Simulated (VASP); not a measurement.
A run of VASP 6.6.1 is set up as follows.

File INCAR:

```
ALGO = Normal ; EDIFF = 1E-6
ENCUT = 600 ; GGA = PE
GGA_COMPAT = F ; ISIF = 2
ISMEAR = 0 ; LASPH = T
LCHARG = F ; LREAL = F
LWAVE = F ; NBANDS = 28
NELM = 120 ; PREC = Accurate
SIGMA = 0.015
```

The input KPOINTS:

```
k-points
0
Gamma
  7 7 7
```

File POSCAR:

```
BaTiO3
1.0
    3.9998000000      0.0000000000      0.0000000000
    0.0000000000      3.9998000000      0.0000000000
    0.0000000000      0.0000000000      4.0180000000
Ba Ti O
1 1 3
Direct
    0.0000000000      0.0000000000      0.0000000000
    0.5000000000      0.5000000000      0.4900000000
    0.0000000000      0.5000000000      0.5170000000
    0.5000000000      0.0000000000      0.5170000000
    0.5000000000      0.5000000000      0.0190000000
```

Potentials or basis: VASP PAW PBE potentials, release 64 (Ba_sv, Ti_sv, O).

The run is started by

```console
$ cat potpaw_PBE.64/Ba_sv/POTCAR potpaw_PBE.64/Ti_sv/POTCAR potpaw_PBE.64/O/POTCAR > POTCAR
$ mpirun -np 1 vasp_std > vasp.out
```

Task: Predict the largest force.

Result: 0.277 eV/Å.

Task: What does it give for the pressure?

Result: 4.0 GPa.

Task: What does it give for the band gap on the k mesh?

Result: 1.87 eV, indirect (least direct gap 2.06 eV).

Forces in eV/Å, atoms in the order of the input:
```
Ba   0.000  0.000  0.076
Ti   0.000  0.000 -0.117
O    0.000  0.000 -0.118
O    0.000  0.000 -0.118
O    0.000  0.000  0.277
```

Caveat: spin-orbit coupling is left out, which moves the levels of the heavy elements. A k mesh can miss the band edges.
